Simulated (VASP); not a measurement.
# Si (a cell with a defect) in VASP: single point with PBE

Aim: the single point of Si (a cell with a defect) with PBE.

Everything below comes from runs of VASP 6.6.1. Logs are shortened: lines on timing, memory, paths and dates and some standing lists are left out, and cuts for length are marked.

## 1. The cell of the first run

The cell holds a defect, 17 atoms: a = 7.679 Å, b = 7.679 Å, c = 7.679 Å, α = 60.00°, β = 60.00°, γ = 60.00°.

## 2. Single point, PBE

Contents of INCAR:

```
SYSTEM = Si
  PREC = Accurate
  ENCUT = 520
  EDIFF = 1E-7
  ISMEAR = -1
  SIGMA = 0.02
  LREAL = Auto
  LASPH = .True.
  NELM = 100
  ALGO = Normal
  ISIF = 2
  LWAVE = .False.
  LCHARG = .False.
  GGA = PE
  NBANDS = 48
```

Contents of KPOINTS:

```
Automatic mesh
0
Gamma
  2 2 2
  0 0 0
```

Contents of POSCAR:

```
Si
1.0
    0.0000000000      5.4300000000      5.4300000000
    5.4300000000      0.0000000000      5.4300000000
    5.4300000000      5.4300000000      0.0000000000
Si
17
Direct
    0.0032180552      0.0029985567     -0.0031068467
    0.1246011044      0.1244596998      0.1263770165
   -0.0000475788     -0.0000056115      0.5000891255
    0.1247208337      0.1246451127      0.6244601733
    0.0032134320      0.4968140457     -0.0031779488
    0.1319064111      0.6227314626      0.1225240200
    0.0033221559      0.4969930482      0.5026871167
    0.1247037674      0.6262255162      0.6243918938
    0.4969174264      0.0030042798     -0.0030824893
    0.6229450036      0.1314699042      0.1226781695
    0.4970136143      0.0031948605      0.5027803759
    0.6261532735      0.1246557155      0.6244844500
    0.5004494253      0.5000275505     -0.0008056753
    0.6228990557      0.6227543188      0.1225652844
    0.4970072592      0.4970000616      0.5027105072
    0.6231563085      0.6230951154      0.6306123772
    0.7504594526      0.7500169632      0.2491930503
```

Potentials or basis: VASP PAW PBE potentials, release 64 (Si).

Command:

```console
> cat potpaw_PBE.64/Si/POTCAR > POTCAR
> mpirun -np 1 vasp_std > vasp.out
```

OUTCAR:

```text
SYSTEM = Si
   PREC = Accurate
   ENCUT = 520
   EDIFF = 1E-7
   ISMEAR = -1
   LREAL = Auto
   LASPH = .True.
   NELM = 100
   ISIF = 2
   GGA = PE

 ion  position               nearest neighbor table
   1  0.003  0.003  0.997-   2 2.33   4 2.34   6 2.38  10 2.38  17 2.75
   2  0.125  0.124  0.126-   9 2.33   1 2.33   5 2.33   3 2.34
   3  1.000  1.000  0.500-   2 2.34   8 2.34   4 2.34  12 2.34
   4  0.125  0.125  0.624-  11 2.33   7 2.33   1 2.34   3 2.34
   5  0.003  0.497  0.997-   2 2.33   8 2.34   6 2.38  14 2.38  17 2.75
   6  0.132  0.623  0.123-  13 2.31   7 2.38   1 2.38   5 2.38  17 2.39
   7  0.003  0.497  0.503-   8 2.33   4 2.33  16 2.38   6 2.38  17 2.75
   8  0.125  0.626  0.624-  15 2.33   7 2.33   5 2.34   3 2.34
   9  0.497  0.003  0.997-   2 2.33  12 2.34  14 2.38  10 2.38  17 2.75
  10  0.623  0.131  0.123-  13 2.31  11 2.38   9 2.38   1 2.38  17 2.39
  11  0.497  0.003  0.503-   4 2.33  12 2.33  16 2.38  10 2.38  17 2.75
  12  0.626  0.125  0.624-  11 2.33  15 2.33   9 2.34   3 2.34
  13  0.500  0.500  0.999-   6 2.31  14 2.31  10 2.31  16 2.31
  14  0.623  0.623  0.123-  13 2.31  15 2.38   9 2.38   5 2.38  17 2.39
  15  0.497  0.497  0.503-   8 2.33  12 2.33  16 2.38  14 2.38  17 2.75
  16  0.623  0.623  0.631-  13 2.31  11 2.38  15 2.38   7 2.38  17 2.39
  17  0.750  0.750  0.249-  16 2.39   6 2.39  14 2.39  10 2.39   5 2.75   1 2.75   9 2.75   7 2.75
                            15 2.75  11 2.75

  LATTYP: Found a face centered cubic cell.
 ALAT       =    10.8600000000

  Lattice vectors:

 A1 = (   0.0000000000,   5.4300000000,   5.4300000000)
 A2 = (   5.4300000000,   0.0000000000,   5.4300000000)
 A3 = (   5.4300000000,   5.4300000000,   0.0000000000)

Analysis of symmetry for initial positions (statically):
=====================================================================
 Subroutine PRICEL returns:
 Original cell was already a primitive cell.

 Routine SETGRP: Setting up the symmetry group for a
 face centered cubic supercell.

 Subroutine GETGRP returns: Found  1 space group operations
 (whereof  1 operations were pure point group operations)
 out of a pool of 48 trial point group operations.

The static configuration has the point symmetry C_1 .

Analysis of symmetry for dynamics (positions and initial velocities):
=====================================================================
 Subroutine PRICEL returns:
 Original cell was already a primitive cell.

 Routine SETGRP: Setting up the symmetry group for a
 face centered cubic supercell.

 Subroutine GETGRP returns: Found  1 space group operations
 (whereof  1 operations were pure point group operations)
 out of a pool of 48 trial point group operations.

The dynamic configuration has the point symmetry C_1 .

 Subroutine INISYM returns: Found  1 space group operations
 (whereof  1 operations are pure point group operations),
 and found     1 'primitive' translations

----------------------------------------------------------------------------------------

                                     Primitive cell

  volume of cell :     320.2060

  direct lattice vectors                    reciprocal lattice vectors
     0.000000000  5.430000000  5.430000000    -0.092081031  0.092081031  0.092081031
     5.430000000  0.000000000  5.430000000     0.092081031 -0.092081031  0.092081031
     5.430000000  5.430000000  0.000000000     0.092081031  0.092081031 -0.092081031

  length of vectors
     7.679179644  7.679179644  7.679179644     0.159489025  0.159489025  0.159489025

  position of ions in fractional coordinates (direct lattice)
     0.003218055  0.002998557  0.996893153
     0.124601104  0.124459700  0.126377017
     0.999952421  0.999994388  0.500089125
     0.124720834  0.124645113  0.624460173
     0.003213432  0.496814046  0.996822051
     0.131906411  0.622731463  0.122524020
[... 9 lines left out ...]
     0.623156309  0.623095115  0.630612377
     0.750459453  0.750016963  0.249193050

  ion indices of the primitive-cell ions
   primitive index   ion index
                 1           1
                 2           2
                 3           3
                 4           4
                 5           5
                 6           6
[... 9 lines left out ...]
                16          16
                17          17

----------------------------------------------------------------------------------------

 KPOINTS: Automatic mesh

Automatic generation of k-mesh.
 Grid dimensions read from file:
 generate k-points for:    2    2    2

 Generating k-lattice:

  Cartesian coordinates                     Fractional coordinates (reciprocal lattice)
    -0.046040516  0.046040516  0.046040516     0.500000000  0.000000000  0.000000000
     0.046040516 -0.046040516  0.046040516     0.000000000  0.500000000  0.000000000
     0.046040516  0.046040516 -0.046040516     0.000000000  0.000000000  0.500000000

  Length of vectors
     0.079744512  0.079744512  0.079744512

  Shift w.r.t. Gamma in fractional coordinates (k-lattice)
     0.000000000  0.000000000  0.000000000

 Subroutine IBZKPT returns following result:
 ===========================================

 Found      8 irreducible k-points:

 Following reciprocal coordinates:
            Coordinates               Weight
  0.000000  0.000000  0.000000      1.000000
  0.500000  0.000000  0.000000      1.000000
  0.000000  0.500000  0.000000      1.000000
  0.000000  0.000000  0.500000      1.000000
  0.500000  0.500000  0.500000      1.000000
  0.500000  0.500000  0.000000      1.000000
  0.000000  0.500000  0.500000      1.000000
  0.500000  0.000000  0.500000      1.000000
   k-points           NKPTS =      8   k-points in BZ     NKDIM =      8   number of bands    NBANDS=     48
   number of dos      NEDOS =    301   number of ions     NIONS =     17
   total plane-waves  NPLWV = 216000
   dimension x,y,z NGX =    60 NGY =   60 NGZ =   60
   dimension x,y,z NGXF=   120 NGYF=  120 NGZF=  120
   ions per type =              17
   NGX,Y,Z   is equivalent  to a cutoff of  12.99, 12.99, 12.99 a.u.
   NGXF,Y,Z  is equivalent  to a cutoff of  25.98, 25.98, 25.98 a.u.
 SYSTEM =  Si
   PREC   = accura    normal or accurate (medium, high low for compatibility)
   ISTART =      0    job   : 0-new  1-cont  2-samecut
   ICHARG =      2    charge: 1-file 2-atom 10-const
   ISPIN  =      1    spin polarized calculation?
   LNONCOLLINEAR =      F non collinear calculations
   LSORBIT =      F    spin-orbit coupling
   LASPH  =      T    aspherical Exc in radial PAW
   ENCUT  =  520.0 eV  38.22 Ry    6.18 a.u.  14.28 14.28 14.28*2*pi/ulx,y,z
   NELM   =    100;   NELMIN=  2; NELMDL= -5     # of ELM steps
   EDIFF  = 0.1E-06   stopping-criterion for ELM
   LREAL  =      T    real-space projection
   EDIFFG = 0.1E-05   stopping-criterion for IOM
   NSW    =      0    number of steps for IOM
   IBRION =     -1    ionic relax: 0-MD 1-quasi-New 2-CG
   NFREE  =      0    steps in history (QN), initial steepest desc. (CG)
   ISIF   =      2    stress and relaxation
   ISYM   =      2    0-nonsym 1-usesym 2-fastsym
   POTIM  = 0.5000    time-step for ionic-motion
   TEBEG  =    0.0;   TEEND  =   0.0 temperature during run
   PSTRESS=    0.0 pullay stress
   NELECT =      68.0000    total number of electrons
   NUPDOWN=      -1.0000    fix difference up-down
   EMIN   =  10.00;   EMAX   =-10.00  energy-range for DOS
   EFERMI =   0.00;   METHOD = LEGACY
   ISMEAR =    -1;   SIGMA  =   0.02  broadening in eV -4-tet -1-fermi 0-gaus
   EFERMI_NEDOS =   21; number of points for ismear=-14 and -15
   IALGO  =     38    algorithm
   IMIX   =      4    mixing-type and parameters
     AMIX     =   0.40;   BMIX     =  1.00
     AMIX_MAG =   1.60;   BMIX_MAG =  1.00
  volume/ion in A,a.u.               =      18.84       127.11
  Fermi-wavevector in a.u.,A,eV,Ry     =   0.976715  1.845724 12.979587  0.953973
  Thomas-Fermi vector in A             =   2.107356
   LORBIT       =      0    0 simple, 1 ext, 2 COOP (PROOUT), +10 PAW based schemes
   GGA     = PE    functional components
   LHFCALC =     F    Hartree Fock is set to
   AEXX    =    0.0000 exact exchange contribution
   IVDW    =     0    specifies the selected vdW correction
   LEPSILON=     F    determine dielectric tensor
   LRPA    =     F    only Hartree local field effects (RPA)
 non-spin polarized calculation
  energy-cutoff  :      520.00
  volume of cell :      320.21
 maximum number of plane-waves:      8646
 NGX is ok and might be reduce to    60
   NGX = 29   NGY = 29   NGZ = 29

 number of electron      68.0000001 magnetization

 Free energy of the ion-electron system (eV)
  ---------------------------------------------------
  ext. energy  EPLUGINS =         0.00000000
  ---------------------------------------------------
  free energy    TOTEN  =       -87.99591406 eV

  energy without entropy =      -87.98573574  energy(sigma->0) =      -87.99082490

 E-fermi :   6.9110     XC(G=0):  -9.6744

 val. band max:        6.6754098025   @ k =   0.0000   0.0000   0.0000
 cond. band min:       6.9255957073   @ k =   0.0000   0.5000   0.5000
 fundamental gap:      0.2501859048
 Fermi energy:         6.9109787898

 k-point     1 :       0.0000    0.0000    0.0000
  band No.  band energies     occupation
      1      -6.3183      2.00000
      2      -3.7725      2.00000
      3      -3.6283      2.00000
      4      -3.6279      2.00000
      5      -3.6274      2.00000
      6      -2.8083      2.00000
[... 38 lines left out ...]
     45       8.1213      0.00000
     46       9.0623      0.00000

 k-point     2 :       0.5000    0.0000    0.0000
  band No.  band energies     occupation
      1      -5.9163      2.00000
      2      -4.9556      2.00000
      3      -3.5716      2.00000
      4      -3.4267      2.00000
      5      -3.4251      2.00000
      6      -2.9555      2.00000
[... 38 lines left out ...]
     45       9.8137      0.00000
     46       9.9565      0.00000

 k-point     3 :       0.0000    0.5000    0.0000
  band No.  band energies     occupation
      1      -5.9165      2.00000
      2      -4.9551      2.00000
      3      -3.5714      2.00000
      4      -3.4273      2.00000
      5      -3.4250      2.00000
      6      -2.9557      2.00000
[... 38 lines left out ...]
     45       9.8140      0.00000
     46       9.9575      0.00000

 k-point     4 :       0.0000    0.0000    0.5000
  band No.  band energies     occupation
      1      -5.9169      2.00000
      2      -4.9542      2.00000
      3      -3.5712      2.00000
      4      -3.4271      2.00000
      5      -3.4262      2.00000
      6      -2.9561      2.00000
[... 38 lines left out ...]
     45       9.8141      0.00000
     46       9.9594      0.00000

 k-point     5 :       0.5000    0.5000    0.5000
  band No.  band energies     occupation
      1      -5.9163      2.00000
      2      -4.9555      2.00000
      3      -3.5716      2.00000
      4      -3.4269      2.00000
      5      -3.4250      2.00000
      6      -2.9556      2.00000
[... 38 lines left out ...]
     45       9.8138      0.00000
     46       9.9568      0.00000

 k-point     6 :       0.5000    0.5000    0.0000
  band No.  band energies     occupation
      1      -5.7830      2.00000
      2      -4.7239      2.00000
      3      -3.9901      2.00000
      4      -3.8777      2.00000
      5      -3.8773      2.00000
      6      -3.6278      2.00000
[... 38 lines left out ...]
     45      10.1232      0.00000
     46      10.1252      0.00000

 k-point     7 :       0.0000    0.5000    0.5000
  band No.  band energies     occupation
      1      -5.7830      2.00000
      2      -4.7239      2.00000
      3      -3.9901      2.00000
      4      -3.8778      2.00000
      5      -3.8773      2.00000
      6      -3.6278      2.00000
[... 38 lines left out ...]
     45      10.1226      0.00000
     46      10.1259      0.00000

 k-point     8 :       0.5000    0.0000    0.5000
  band No.  band energies     occupation
      1      -5.7830      2.00000
      2      -4.7239      2.00000
      3      -3.9901      2.00000
      4      -3.8776      2.00000
      5      -3.8774      2.00000
      6      -3.6278      2.00000
[... 38 lines left out ...]
     45      10.1235      0.00000
     46      10.1249      0.00000
 [bands above 46 left out]

------------------------ aborting loop because EDIFF is reached ----------------------------------------

  FORCE on cell =-STRESS in cart. coord.  units (eV):
  Direction    XX          YY          ZZ          XY          YZ          ZX
  --------------------------------------------------------------------------------------
  -------------------------------------------------------------------------------------
  Total       10.6589553     10.6610649     10.6606139     -0.0012669      0.0021828      0.0001002
  in kB       53.3329660     53.3435219     53.3412652     -0.0063392      0.0109218      0.0005014
  external PRESSURE =      53.3392510 kB  Pullay stress =       0.0000000 kB

 VOLUME and BASIS-vectors are now :
 -----------------------------------------------------------------------------
  energy-cutoff  :      520.00
  volume of cell :      320.21
      direct lattice vectors                 reciprocal lattice vectors
     0.000000000  5.430000000  5.430000000    -0.092081031  0.092081031  0.092081031
     5.430000000  0.000000000  5.430000000     0.092081031 -0.092081031  0.092081031
     5.430000000  5.430000000  0.000000000     0.092081031  0.092081031 -0.092081031

 POSITION                                       TOTAL-FORCE (eV/Angst)
 -----------------------------------------------------------------------------------
      5.42941      5.43060      0.03376        -0.003511     -0.004079     -0.008068
      1.36204      1.36281      1.35240         0.006867      0.003515     -0.004470
      8.14545      8.14523     10.85971         0.000816      0.000414     -0.000507
      4.06764      4.06805      1.35406        -0.003577     -0.007188     -0.013271
      8.11044      5.43019      2.71515         0.008073     -0.003090      0.002503
      4.04674      1.38156      4.09768         0.000527     -0.003860     -0.001645
[... 9 lines left out ...]
      6.80763      6.80796      6.76715         0.003798      0.006277     -0.005338
      5.42571      5.42811      8.14759         0.000075     -0.000373      0.000001
 -----------------------------------------------------------------------------------
    total drift:                               -0.000059     -0.000532     -0.000197

  FREE ENERGIE OF THE ION-ELECTRON SYSTEM (eV)
  ---------------------------------------------------
  free  energy   TOTEN  =       -87.9959140556 eV

  energy  without entropy=      -87.9857357397  energy(sigma->0) =      -87.99082490
```

Wall time 6 min (1 thread of AMD EPYC 7R43 (Zen 3), shared host); peak memory 0.41 GiB.

What came out:

| Item | Value |
| --- | --- |
| Free energy | -87.9959 eV |
| Pressure | 5.3 GPa |
| Largest force | 0.016 eV/Å |
| Band gap on the k mesh | zero (band 34 reaches 6.93 eV, above the bottom of band 35 at 6.67 eV) |

Forces on the atoms (eV/Å):
```
Si  -0.004 -0.004 -0.008
Si   0.007  0.004 -0.004
Si   0.001  0.000 -0.001
Si  -0.004 -0.007 -0.013
Si   0.008 -0.003  0.003
Si   0.001 -0.004 -0.002
Si  -0.001 -0.011 -0.001
Si   0.013 -0.005  0.004
Si  -0.004  0.008  0.005
Si  -0.002 -0.002  0.002
Si  -0.014  0.001  0.000
Si  -0.005  0.013  0.007
Si   0.001  0.001 -0.001
Si  -0.001  0.001  0.003
Si  -0.001  0.002  0.012
Si   0.004  0.006 -0.005
Si   0.000  0.000  0.000
```

Caveat: the k points lie up to 0.50 Å⁻¹ apart.
